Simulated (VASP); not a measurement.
K6NaMg8F24 (a cell with a defect): single point with PBEsol

The system is K6NaMg8F24 (a cell with a defect).

```xyz
39
Lattice="7.9825 0.0000 0.0000 0.0000 7.9825 0.0000 0.0000 0.0000 7.9825" Properties=species:S:1:pos:R:3 pbc="T T T"
K     0.0046    7.9805    7.9770
K     0.0074    7.9792    3.9871
K     0.0076    3.9908    7.9759
K     3.9942    7.9816    7.9790
K     3.9956    7.9807    3.9866
K     3.9955    3.9900    7.9759
Na    3.7126    3.9837    3.9746
Mg    1.9814    2.0132    2.0097
Mg    1.9829    2.0167    5.9605
Mg    1.9830    5.9638    2.0136
Mg    1.9843    5.9637    5.9604
Mg    6.0064    2.0242    2.0201
Mg    6.0067    2.0247    5.9509
Mg    6.0066    5.9552    2.0205
Mg    6.0079    5.9576    5.9539
F     2.0113    1.9994    7.9766
F     2.0947    1.9989    3.9858
F     2.0118    5.9780    7.9782
F     2.1000    5.9839    3.9872
F     5.9789    1.9919    7.9776
F     5.9249    1.9434    3.9858
F     5.9797    5.9907    7.9785
F     5.9296    6.0348    3.9870
F     0.0056    1.9451    1.9408
F     0.0061    1.9499    6.0255
F     0.0057    6.0295    1.9473
F     0.0063    6.0361    6.0307
F     3.9940    2.0024    1.9980
F     3.9957    2.0018    5.9736
F     3.9957    5.9776    1.9979
F     3.9967    5.9834    5.9805
F     2.0112    7.9797    2.0007
F     2.0113    7.9818    5.9716
F     2.0943    3.9896    1.9921
F     2.0963    3.9909    5.9859
F     5.9784    7.9812    1.9862
F     5.9792    7.9819    5.9884
F     5.9231    3.9897    1.9427
F     5.9311    3.9907    6.0292
```

```json
{"Program": "VASP 6.6.1", "Task": "single point", "Functional": "PBEsol", "Potentials or basis": "VASP PAW PBE potentials, release 64 (K_sv, Na_pv, Mg, F)", "Cutoff": "520 eV", "k mesh": "1 × 1 × 1, shifted", "Occupations": "fermi-dirac, width 0.05 eV", "Spin": "no spin polarisation", "Dipole correction": "no", "Charge": "1", "Further INCAR settings": "LREAL = Auto; ALGO = Normal; EDIFF = 1e-06; NBANDS = 148; ISYM = -1; NELECT = 244.0"}
```

| Item | Value |
| --- | --- |
| Largest force | 0.024 eV/Å |

Forces in eV/Å, atoms in the order of the input:
```
K   -0.002  0.001 -0.002
K   -0.003  0.003 -0.001
K   -0.004 -0.002  0.001
K    0.008  0.000 -0.004
K    0.008  0.000 -0.003
K    0.008 -0.001  0.000
Na   0.006 -0.001  0.002
Mg   0.007  0.011  0.012
Mg   0.004 -0.002 -0.002
Mg   0.002  0.000 -0.006
Mg   0.000  0.012  0.009
Mg  -0.013  0.002  0.006
Mg  -0.009  0.007 -0.001
Mg  -0.011 -0.004  0.013
Mg  -0.015 -0.013 -0.013
F   -0.010  0.004  0.001
F   -0.003 -0.002 -0.008
F   -0.014  0.003  0.003
F   -0.007 -0.005 -0.003
F    0.003 -0.004 -0.003
F    0.013  0.009  0.000
F    0.006 -0.001  0.003
F    0.008 -0.003  0.003
F    0.000  0.010  0.010
F   -0.002 -0.001  0.001
F    0.001 -0.002 -0.001
F    0.005 -0.009 -0.008
F    0.005  0.001  0.001
F   -0.001  0.002  0.002
F    0.000 -0.003  0.002
F    0.002 -0.007 -0.007
F   -0.010  0.002 -0.002
F   -0.010 -0.001  0.004
F   -0.003 -0.010 -0.002
F   -0.003 -0.008 -0.007
F    0.004  0.000 -0.005
F    0.005  0.006 -0.001
F    0.014  0.003  0.007
F    0.008  0.004 -0.001
```

Levels at points of the mesh, in eV from the Fermi level:
```tsv
k point	band 121	band 122	band 123	band 124	band 125	band 126
(0.25, 0.25, 0.25)	-0.07	-0.07	-0.05	7.91	9.22	9.52
```

Run time: 2.6 min on 1 thread of Intel(R) Xeon(R) Platinum 8488C (Sapphire Rapids) (shared host), peak memory 0.51 GiB.

Caveat: the cell carries a net charge on a neutralising background, which shifts energy and pressure; the cell is charged against a uniform background, so pressure and absolute levels hang on convention; the PAW data sets were made with another functional, which shifts forces and pressure a little.
